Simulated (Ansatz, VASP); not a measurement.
**LiCuAuO2 in VASP and in Ansatz**

File INCAR:

```
SYSTEM = LiCuAuO2
PREC = Accurate ; ENCUT = 520
EDIFF = 1E-6 ; ISMEAR = -1
SIGMA = 0.05 ; LREAL = .False.
LASPH = .True. ; NELM = 60
ALGO = Normal ; ISIF = 2
LWAVE = .False. ; LCHARG = .False.
GGA = PE ; NBANDS = 26
```

File KPOINTS:

```
Automatic mesh
0
Gamma
  8 8 8
  0 0 0
```

POSCAR

```
LiCuAuO2
1.0
    1.6371994655      0.9452375521      6.4188160000
   -1.6371994655      0.9452375521      6.4188160000
    0.0000000000     -1.8904751042      6.4188160000
Au Cu O Li
1 1 2 1
Direct
    0.9917940000      0.9917940000      0.9917940000
    0.5158030000      0.5158030000      0.5158030000
    0.1009220000      0.1009220000      0.1009220000
    0.8842220000      0.8842220000      0.8842220000
    0.7572590000      0.7572590000      0.7572590000
```

Contents of input.yaml:

```yaml
crystal:
  lattice:
    - [1.6371994655, 0.9452375521, 6.418816]
    - [-1.6371994655, 0.9452375521, 6.418816]
    - [0.0, -1.8904751042, 6.418816]
  atoms:
    - { symbol: Au, position: [0.991794, 0.991794, 0.991794] }
    - { symbol: Cu, position: [0.515803, 0.515803, 0.515803] }
    - { symbol: O, position: [0.100922, 0.100922, 0.100922] }
    - { symbol: O, position: [0.884222, 0.884222, 0.884222] }
    - { symbol: Li, position: [0.757259, 0.757259, 0.757259] }
hamiltonian:
  xc: pbe
  pseudopotentials: { kind: paw }
kpoints:
  mp_grid: { grid: [8, 8, 8] }
scf:
  occupations: { method: fermi_dirac, width: 0.05 }
output:
  forces: true
  stress: true
  eigenvalues: true
```

Alike in both runs: task single point; functional PBE; k mesh 8 × 8 × 8; occupations fermi-dirac, width 0.05 eV; no spin polarisation.

|  | VASP | Ansatz |
| --- | --- | --- |
| version | VASP 6.6.1 | Ansatz 0.2.0 |
| potentials or method | VASP PAW PBE potentials, release 64 (Au, Cu, O, Li_sv) | Ansatz PAW |
| plane-wave cutoff (eV) | 520 | 420 |
| valence electrons in the cell | 37 | 53 |

```tsv
	VASP	Ansatz	Ansatz less VASP
gap on the k mesh at the Fermi level (eV)	none	none	-
rms of the force components (eV/Å)	0.107	0.116	+0.0083
```

Atom by atom the forces differ by 0.014 eV/Å (rms over components). A gap of «none» marks a metal or a gap that the smearing closes. VASP's potentials hold 37 valence electrons a cell and Ansatz's 53, so a difference there can come from the potentials and not from the codes.

Neither program's run includes spin-orbit coupling. Noted on VASP's run: the cutoff is under 1.25 times that of the potentials, so the pressure is a little rough.
